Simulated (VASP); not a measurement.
A run of VASP 6.6.1 is set up as follows.

INCAR

```
SYSTEM = LiBe16
PREC = Accurate ; ENCUT = 520
EDIFF = 1E-7 ; ISMEAR = 0
SIGMA = 0.1 ; LREAL = Auto
LASPH = .TRUE. ; NELM = 100
ALGO = Normal ; ISIF = 2
LWAVE = .FALSE. ; LCHARG = .FALSE.
GGA = PS ; NBANDS = 32
```

Contents of KPOINTS:

```
regular mesh
0
G
  5 6 4
  0 0 0
```

POSCAR

```
LiBe16
1.0
   -2.2900000000     -3.9663960000      0.0000000000
    3.4350000000     -1.9831980000      0.0000000000
    0.0000000000      0.0000000000      7.1768600000
Be Li
16 1
Direct
    0.7430346834      0.5387447787      0.0072155335
    0.4943421497      0.4028091912      0.2538723841
    0.7728617872      0.3372983359      0.5076251817
    0.4943016629      0.4023816226      0.7608090374
    0.4827646554      0.0447745678      0.0073098447
    0.2399794577      0.8525299345      0.2530248595
    0.5607096650     -0.2767042686      0.5070829501
    0.2398012372      0.8518556329      0.7616461727
    0.2391137248      0.5356513212      0.0075056257
    0.0070661465      0.3485729793      0.2526718167
    0.1765386534      0.5431149831      0.5075144366
    0.0072691053      0.3480644662      0.7623321484
   -0.0106278987      0.0289388684      0.0072433549
    0.7351943133      0.9001634713      0.2537418011
   -0.0323962565     -0.0567706230      0.5070104721
    0.7353333767      0.8999668694      0.7604584665
    0.3731637369      0.1320408690      0.5074128143
```

Potentials or basis: VASP PAW PBE potentials, release 64 (Be, Li_sv).

Launch:

```console
$ cat potpaw_PBE.64/Be/POTCAR potpaw_PBE.64/Li_sv/POTCAR > POTCAR
$ mpirun -np 1 vasp_std > vasp.out
```

(1) Predict the largest force.

(2) Estimate the band gap on the k mesh.

Results:

(1) 0.017 eV/Å.

(2) zero (an odd number of electrons rules out a gap without spin polarisation).

Caveat: the PAW data sets were made with another functional, which shifts forces and pressure a little.
